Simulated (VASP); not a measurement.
# MgO (P1) in VASP: single point with PBEsol

Aim: the single point of MgO with PBEsol.

Program: VASP 6.6.1. These are calculated values, not measurements. Logs are shortened: lines on timing, memory, paths and dates and some standing lists are left out, and cuts for length are marked.

**1. The cell of the first run**

The typed cell holds 16 atoms: a = 6.001 Å, b = 6.001 Å, c = 6.638 Å, α = 106.05°, β = 106.05°, γ = 112.85°.

**2. Single point, PBEsol**

INCAR

```
ALGO = Normal
EDIFF = 1E-7
ENCUT = 520
GGA = PS
ISIF = 2
ISMEAR = -1
LASPH = True
LCHARG = False
LREAL = Auto
LWAVE = False
NBANDS = 46
NELM = 100
PREC = Accurate
SIGMA = 0.0388
```

KPOINTS

```
Automatic mesh
0
Gamma
  2 2 2
  0.5 0.5 0.5
```

POSCAR

```
MgO
1.0
   -1.6593881964      2.8741446656      4.9994362158
   -1.6593881964      2.8741446656     -4.9994362158
   -3.3187763927     -5.7482893312      0.0000000000
Mg O
8 8
Direct
    0.1772770687      0.1745181576      0.3345914345
    0.6762858805      0.6595031882      0.3369291131
    0.1670773140      0.1778935336      0.8171006800
    0.6860639717      0.6883298271      0.8359442833
    0.0885237452      0.5856483994      0.1633004568
    0.6006567791      0.0986401733      0.1957374691
    0.1175813510      0.6136926910      0.6800218572
    0.5799434662      0.0931369754      0.6806250234
    0.3554862416      0.9522921356      0.3419501235
    0.9035405334      0.4886969570      0.3510738308
    0.3748828155      0.9847371807      0.8634479361
    0.8645826816      0.4780056924      0.8158349281
    0.2964058625      0.3830066273      0.1641213114
    0.7546580118      0.8726285138      0.1641493378
    0.2942448937      0.3946176114      0.6591386195
    0.7728832723      0.8986540538      0.6591874331
```

Potentials or basis: VASP PAW PBE potentials, release 64 (Mg, O).

Command:

```console
cat potpaw_PBE.64/Mg/POTCAR potpaw_PBE.64/O/POTCAR > POTCAR
mpirun -np 1 vasp_std > vasp.out
```

OUTCAR:

```text
EDIFF = 1E-7
   ENCUT = 520
   GGA = PS
   ISIF = 2
   ISMEAR = -1
   LASPH = True
   LREAL = Auto
   NELM = 100
   PREC = Accurate

 ion  position               nearest neighbor table
   1  0.177  0.175  0.335-  15 1.94  13 1.97   9 2.01  14 2.17   6 3.08   6 3.13   8 3.13   5 3.15
                             5 3.17   7 3.19   3 3.21   2 3.26   4 3.28   4 3.36   2 3.38   3 3.42
   2  0.676  0.660  0.337-  14 1.95  13 1.96  16 1.99  10 2.00   6 3.04   5 3.13   7 3.14   6 3.18
                             5 3.20   4 3.25   1 3.26   3 3.27   8 3.31   3 3.38   1 3.38   4 3.39
   3  0.167  0.178  0.817-  15 1.95  16 2.02  11 2.02  13 2.03   8 3.03   7 3.09   7 3.12   5 3.14
                             8 3.18   1 3.21   2 3.27   4 3.29   4 3.36   6 3.36   2 3.38   1 3.42
   4  0.686  0.688  0.836-  12 1.95  16 1.97  14 1.99  15 2.03   7 3.08   8 3.10   5 3.15   8 3.17
                             7 3.18   6 3.23   2 3.25   1 3.28   3 3.29   3 3.36   1 3.36   2 3.39
   5  0.089  0.586  0.163-   9 1.89  10 1.95  13 2.05  12 2.08   2 3.13   3 3.14   1 3.15   4 3.15
                             1 3.17   2 3.20   8 3.27   6 3.30   7 3.31   7 3.34   6 3.35   8 3.38
   6  0.601  0.099  0.196-  14 1.91  11 1.99   9 2.03  10 2.04   2 3.04   1 3.08   1 3.13   2 3.18
                             4 3.23   8 3.26   5 3.30   7 3.32   7 3.32   5 3.35   3 3.36   8 3.38
   7  0.118  0.614  0.680-  11 1.90  10 1.94  15 1.98  12 2.00   4 3.08   3 3.09   3 3.12   8 3.12
                             2 3.14   4 3.18   1 3.19   5 3.31   6 3.32   6 3.32   5 3.34   8 3.51
   8  0.580  0.093  0.681-  16 1.94   9 1.99  12 2.00  11 2.01   3 3.03   4 3.10   7 3.12   1 3.13
                             4 3.17   3 3.18   6 3.26   5 3.27   2 3.31   5 3.38   6 3.38   7 3.51
   9  0.355  0.952  0.342-   5 1.89   8 1.99   1 2.01   6 2.03
  10  0.904  0.489  0.351-   7 1.94   5 1.95   2 2.00   6 2.04
  11  0.375  0.985  0.863-   7 1.90   6 1.99   8 2.01   3 2.02
  12  0.865  0.478  0.816-   4 1.95   7 2.00   8 2.00   5 2.08
  13  0.296  0.383  0.164-   2 1.96   1 1.97   3 2.03   5 2.05
  14  0.755  0.873  0.164-   6 1.91   2 1.95   4 1.99   1 2.17
  15  0.294  0.395  0.659-   1 1.94   3 1.95   7 1.98   4 2.03
  16  0.773  0.899  0.659-   8 1.94   4 1.97   2 1.99   3 2.02

  LATTYP: Found a face centered orthorhombic cell.
 ALAT       =     6.6375527855
 B/A-ratio  =     1.5064094787
 C/A-ratio  =     1.7320508076

  Lattice vectors:

 A1 = (  -4.9781645891,  -2.8741446656,  -4.9994362158)
 A2 = (  -6.6375527855,   0.0000000000,   0.0000000000)
 A3 = (  -1.6593881964,   2.8741446656,  -4.9994362158)

Analysis of symmetry for initial positions (statically):
=====================================================================
 Subroutine PRICEL returns:
 Original cell was already a primitive cell.

 Routine SETGRP: Setting up the symmetry group for a
 face centered orthorhombic supercell.

 Subroutine GETGRP returns: Found  1 space group operations
 (whereof  1 operations were pure point group operations)
 out of a pool of  8 trial point group operations.

The static configuration has the point symmetry C_1 .

Analysis of symmetry for dynamics (positions and initial velocities):
=====================================================================
 Subroutine PRICEL returns:
 Original cell was already a primitive cell.

 Routine SETGRP: Setting up the symmetry group for a
 face centered orthorhombic supercell.

 Subroutine GETGRP returns: Found  1 space group operations
 (whereof  1 operations were pure point group operations)
 out of a pool of  8 trial point group operations.

The dynamic configuration has the point symmetry C_1 .

 Subroutine INISYM returns: Found  1 space group operations
 (whereof  1 operations are pure point group operations),
 and found     1 'primitive' translations

----------------------------------------------------------------------------------------

                                     Primitive cell

  volume of cell :     190.7514

  direct lattice vectors                    reciprocal lattice vectors
    -1.659388196  2.874144666  4.999436216    -0.150657936  0.086982400  0.100011277
    -1.659388196  2.874144666 -4.999436216    -0.150657936  0.086982400 -0.100011277
    -3.318776393 -5.748289331  0.000000000    -0.150657936 -0.086982400  0.000000000

  length of vectors
     6.000719892  6.000719892  6.637552785     0.200663915  0.200663915  0.173964799

  position of ions in fractional coordinates (direct lattice)
     0.177277069  0.174518158  0.334591434
     0.676285881  0.659503188  0.336929113
     0.167077314  0.177893534  0.817100680
     0.686063972  0.688329827  0.835944283
     0.088523745  0.585648399  0.163300457
     0.600656779  0.098640173  0.195737469
[... 8 lines left out ...]
     0.294244894  0.394617611  0.659138619
     0.772883272  0.898654054  0.659187433

  ion indices of the primitive-cell ions
   primitive index   ion index
                 1           1
                 2           2
                 3           3
                 4           4
                 5           5
                 6           6
[... 8 lines left out ...]
                15          15
                16          16

----------------------------------------------------------------------------------------

 KPOINTS: Automatic mesh

Automatic generation of k-mesh.
 Grid dimensions read from file:
 generate k-points for:    2    2    2

 Generating k-lattice:

  Cartesian coordinates                     Fractional coordinates (reciprocal lattice)
    -0.075328968  0.043491200  0.050005638     0.500000000  0.000000000 -0.000000000
    -0.075328968  0.043491200 -0.050005638     0.000000000  0.500000000 -0.000000000
    -0.075328968 -0.043491200  0.000000000     0.000000000  0.000000000  0.500000000

  Length of vectors
     0.100331958  0.100331958  0.086982400

  Shift w.r.t. Gamma in fractional coordinates (k-lattice)
     0.500000000  0.500000000  0.500000000

 Subroutine IBZKPT returns following result:
 ===========================================

 Found      4 irreducible k-points:

 Following reciprocal coordinates:
            Coordinates               Weight
  0.250000  0.250000  0.250000      2.000000
 -0.250000  0.250000  0.250000      2.000000
 -0.250000  0.250000 -0.250000      2.000000
 -0.250000 -0.250000  0.250000      2.000000
   k-points           NKPTS =      4   k-points in BZ     NKDIM =      4   number of bands    NBANDS=     46
   number of dos      NEDOS =    301   number of ions     NIONS =     16
   total plane-waves  NPLWV = 115200
   dimension x,y,z NGX =    48 NGY =   48 NGZ =   50
   dimension x,y,z NGXF=    96 NGYF=   96 NGZF=  100
   ions per type =               8   8
   NGX,Y,Z   is equivalent  to a cutoff of  13.30, 13.30, 12.52 a.u.
   NGXF,Y,Z  is equivalent  to a cutoff of  26.60, 26.60, 25.05 a.u.
 SYSTEM =  unknown system
   PREC   = accura    normal or accurate (medium, high low for compatibility)
   ISTART =      0    job   : 0-new  1-cont  2-samecut
   ICHARG =      2    charge: 1-file 2-atom 10-const
   ISPIN  =      1    spin polarized calculation?
   LNONCOLLINEAR =      F non collinear calculations
   LSORBIT =      F    spin-orbit coupling
   LASPH  =      T    aspherical Exc in radial PAW
   ENCUT  =  520.0 eV  38.22 Ry    6.18 a.u.  11.16 11.16 12.34*2*pi/ulx,y,z
   NELM   =    100;   NELMIN=  2; NELMDL= -5     # of ELM steps
   EDIFF  = 0.1E-06   stopping-criterion for ELM
   LREAL  =      T    real-space projection
   EDIFFG = 0.1E-05   stopping-criterion for IOM
   NSW    =      0    number of steps for IOM
   IBRION =     -1    ionic relax: 0-MD 1-quasi-New 2-CG
   NFREE  =      0    steps in history (QN), initial steepest desc. (CG)
   ISIF   =      2    stress and relaxation
   ISYM   =      2    0-nonsym 1-usesym 2-fastsym
   POTIM  = 0.5000    time-step for ionic-motion
   TEBEG  =    0.0;   TEEND  =   0.0 temperature during run
   PSTRESS=    0.0 pullay stress
   NELECT =      64.0000    total number of electrons
   NUPDOWN=      -1.0000    fix difference up-down
   EMIN   =  10.00;   EMAX   =-10.00  energy-range for DOS
   EFERMI =   0.00;   METHOD = LEGACY
   ISMEAR =    -1;   SIGMA  =   0.04  broadening in eV -4-tet -1-fermi 0-gaus
   EFERMI_NEDOS =   21; number of points for ismear=-14 and -15
   IALGO  =     38    algorithm
   IMIX   =      4    mixing-type and parameters
     AMIX     =   0.40;   BMIX     =  1.00
     AMIX_MAG =   1.60;   BMIX_MAG =  1.00
  volume/ion in A,a.u.               =      11.92        80.45
  Fermi-wavevector in a.u.,A,eV,Ry     =   1.137572  2.149700 17.606896  1.294070
  Thomas-Fermi vector in A             =   2.274277
   LORBIT       =      0    0 simple, 1 ext, 2 COOP (PROOUT), +10 PAW based schemes
   GGA     = PS    functional components
   LHFCALC =     F    Hartree Fock is set to
   AEXX    =    0.0000 exact exchange contribution
   IVDW    =     0    specifies the selected vdW correction
   LEPSILON=     F    determine dielectric tensor
   LRPA    =     F    only Hartree local field effects (RPA)
 non-spin polarized calculation
  energy-cutoff  :      520.00
  volume of cell :      190.75
 maximum number of plane-waves:      5142
 NGX is ok and might be reduce to    48
   NGX = 23   NGY = 23   NGZ = 25

 number of electron      63.9999999 magnetization

 Free energy of the ion-electron system (eV)
  ---------------------------------------------------
  ext. energy  EPLUGINS =         0.00000000
  ---------------------------------------------------
  free energy    TOTEN  =       -97.49178598 eV

  energy without entropy =      -97.49178598  energy(sigma->0) =      -97.49178598

 E-fermi :   1.8457     XC(G=0):  -9.9413

 val. band max:        0.8822337888   @ k =  -0.2500  -0.2500   0.2500
 cond. band min:       5.5678872318   @ k =  -0.2500   0.2500   0.2500
 fundamental gap:      4.6856534429
 Fermi energy:         1.8456550334

 k-point     1 :       0.2500    0.2500    0.2500
  band No.  band energies     occupation
      1     -14.8080      2.00000
      2     -14.7047      2.00000
      3     -14.6441      2.00000
      4     -14.6232      2.00000
      5     -14.3655      2.00000
      6     -14.2858      2.00000
[... 177 lines left out ...]
     43      11.1765      0.00000
     44      11.5994      0.00000
 [bands above 44 left out]

------------------------ aborting loop because EDIFF is reached ----------------------------------------

  FORCE on cell =-STRESS in cart. coord.  units (eV):
  Direction    XX          YY          ZZ          XY          YZ          ZX
  --------------------------------------------------------------------------------------
  -------------------------------------------------------------------------------------
  Total       -2.0970027     -1.6360664      1.3962860     -0.2101590     -0.5001056      1.2345519
  in kB      -17.6133487    -13.7418074     11.7278210     -1.7651877     -4.2005351     10.3693679
  external PRESSURE =      -6.5424450 kB  Pullay stress =       0.0000000 kB

 VOLUME and BASIS-vectors are now :
 -----------------------------------------------------------------------------
  energy-cutoff  :      520.00
  volume of cell :      190.75
      direct lattice vectors                 reciprocal lattice vectors
    -1.659388196  2.874144666  4.999436216    -0.150657936  0.086982400  0.100011277
    -1.659388196  2.874144666 -4.999436216    -0.150657936  0.086982400 -0.100011277
    -3.318776393 -5.748289331  0.000000000    -0.150657936 -0.086982400  0.000000000

 POSITION                                       TOTAL-FORCE (eV/Angst)
 -----------------------------------------------------------------------------------
     -1.69420     -0.91222      0.01379         0.761434     -0.243681     -0.128822
     -3.33479      1.90248      0.08390        -0.071647      0.145852     -0.487587
     -3.28421     -3.70543     -0.05407        -0.448459     -0.813718      0.108380
     -5.05496     -0.85504     -0.01133         0.293415     -0.437365     -0.340309
     -1.66067      0.99897     -2.48534         0.474264      0.136918      0.482585
     -1.81001      0.88473      2.50980         0.248914     -0.126956     -0.549417
[... 8 lines left out ...]
     -3.33062     -1.80903     -0.50181        -0.459087     -0.135338      0.147075
     -4.96143      1.01504     -0.62878        -0.536096      0.025421      0.784021
 -----------------------------------------------------------------------------------
    total drift:                                0.008447     -0.002268      0.002204

  FREE ENERGIE OF THE ION-ELECTRON SYSTEM (eV)
  ---------------------------------------------------
  free  energy   TOTEN  =       -97.4917859762 eV

  energy  without entropy=      -97.4917859762  energy(sigma->0) =      -97.49178598
```

Wall time 72 s (1 thread of Intel Xeon Platinum 8259CL at 2.50GHz (Skylake/Cascade Lake), shared host); peak memory 0.32 GiB.

What came out:

```yaml
Free_energy: -97.4918 eV
Pressure: -0.7 GPa
Largest_force: 1.668 eV/Å
Band_gap_on_the_k_mesh: 4.69 eV (least direct gap 4.83 eV)
```

Forces in eV/Å, atoms in the order of the input:
```
Mg   0.761 -0.244 -0.129
Mg  -0.072  0.146 -0.488
Mg  -0.448 -0.814  0.108
Mg   0.293 -0.437 -0.340
Mg   0.474  0.137  0.483
Mg   0.249 -0.127 -0.549
Mg   0.576 -0.656  0.211
Mg   0.142  0.371 -0.235
O   -0.795  0.841 -0.749
O    0.901 -0.436 -0.349
O   -0.113  1.019 -0.231
O   -0.649 -0.546  0.647
O    0.471 -0.167 -0.360
O   -0.795  1.024  1.050
O   -0.459 -0.135  0.147
O   -0.536  0.025  0.784
```

Stress tensor (GPa, compression positive):
```
-1.76 -0.18  1.04
-0.18 -1.37 -0.42
 1.04 -0.42  1.17
```

Caveat: the k points lie up to 0.63 Å⁻¹ apart; the atoms stand as in a frame of molecular dynamics; the PAW data sets were made with another functional, which shifts forces and pressure a little; a shifted mesh leaves out Γ, where band edges can lie. A k mesh can miss the band edges.
